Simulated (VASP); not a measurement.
Write the native input for VASP 6.6.1 that does the following.

```
Task                   : single point
Functional             : revPBE
Potentials or basis    : VASP PAW PBE potentials, release 64 (Cd, Se)
Cutoff                 : 520 eV
k mesh                 : 6 × 6 × 4
Occupations            : gaussian, width 0.01 eV
Spin                   : no spin polarisation
Dipole correction      : no
Further INCAR settings : ALGO = Normal; EDIFF = 1e-07; NBANDS = 26
```

The structure of CdSe (Cadmoselite) lies in POSCAR:

```
CdSe
1.0
    4.3000000000      0.0000000000      0.0000000000
   -2.1500000000      3.7239092400      0.0000000000
    0.0000000000      0.0000000000      7.0200000000
Cd Se
2 2
Direct
    0.3333333333      0.6666666667      0.0000000000
    0.6666666667      0.3333333333      0.5000000000
    0.3333333333      0.6666666667      0.3850000000
    0.6666666667      0.3333333333      0.8850000000
```

These files were run (other wordings do the same):

INCAR

```
  ALGO = Normal
  EDIFF = 1E-7
  ENCUT = 520
  GGA = RE
  ISIF = 2
  ISMEAR = 0
  LASPH = T
  LCHARG = T
  LELF = T
  LREAL = F
  LVHAR = T
  LWAVE = F
  NBANDS = 26
  NELM = 80
  PREC = Accurate
  SIGMA = 0.01
```

KPOINTS

```
k-points
0
Gamma
  6 6 4
```

Potentials or basis: VASP PAW PBE potentials, release 64 (Cd, Se).

The run is started by

```console
$ cat potpaw_PBE.64/Cd/POTCAR potpaw_PBE.64/Se/POTCAR > POTCAR
$ mpirun -np 1 vasp_std > vasp.out
```

It gave:

```
Pressure               : 4.8 GPa
Largest force          : 0.296 eV/Å
Band gap on the k mesh : 0.83 eV, direct
```

Caveat: the PAW data sets were made with another functional, which shifts forces and pressure a little.

It took 46 s on 1 thread of Intel(R) Xeon(R) Platinum 8375C CPU @ 2.90GHz (Ice Lake), with other jobs on the host, peak memory 0.24 GiB.
